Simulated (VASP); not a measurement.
## BeS: single point with PBE

BeS:

```
Be S
1.0
     0.00000    2.43806    2.43806
     2.43806    0.00000    2.43806
     2.43806    2.43806    0.00000
Be S
1 1
Direct
  0.00000 0.00000 0.00000
  0.75000 0.75000 0.75000
```

* Program: VASP 6.6.1
* Task: single point
* Functional: PBE
* Potentials or basis: VASP PAW PBE potentials, release 64 (Be, S)
* Cutoff: 520 eV
* k mesh: 8 × 8 × 8
* Occupations: fermi-dirac, width 0.02 eV
* Spin: no spin polarisation
* Dipole correction: no
* Further INCAR settings: ALGO = Normal; EDIFF = 1e-07; NBANDS = 11

The pressure is 0.0 GPa and the band gap on the k mesh is 3.15 eV, indirect (least direct gap 5.68 eV).

Levels at points of the mesh, in eV from the valence-band top:
| k point | band 1 | band 2 | band 3 | band 4 | band 5 | band 6 | band 7 | band 8 |
| --- | --- | --- | --- | --- | --- | --- | --- | --- |
| (0.00, 0.00, 0.00) | -13.59 | 0.00 | 0.00 | 0.00 | 5.68 | 5.68 | 5.68 | 5.75 |
| (0.50, 0.00, 0.00) | -12.02 | -5.68 | -1.01 | -1.01 | 5.42 | 6.57 | 6.57 | 11.13 |
| (0.50, 0.50, 0.00) | -11.49 | -4.94 | -2.59 | -2.59 | 3.15 | 4.93 | 12.65 | 12.65 |

Wall time 11 s on 1 thread of Intel(R) Xeon(R) Platinum 8259CL CPU @ 2.50GHz (Skylake/Cascade Lake) (shared host), peak memory 0.15 GiB.

A k mesh can miss the band edges. PBE gaps usually lie below the measured ones, often by a third to a half.
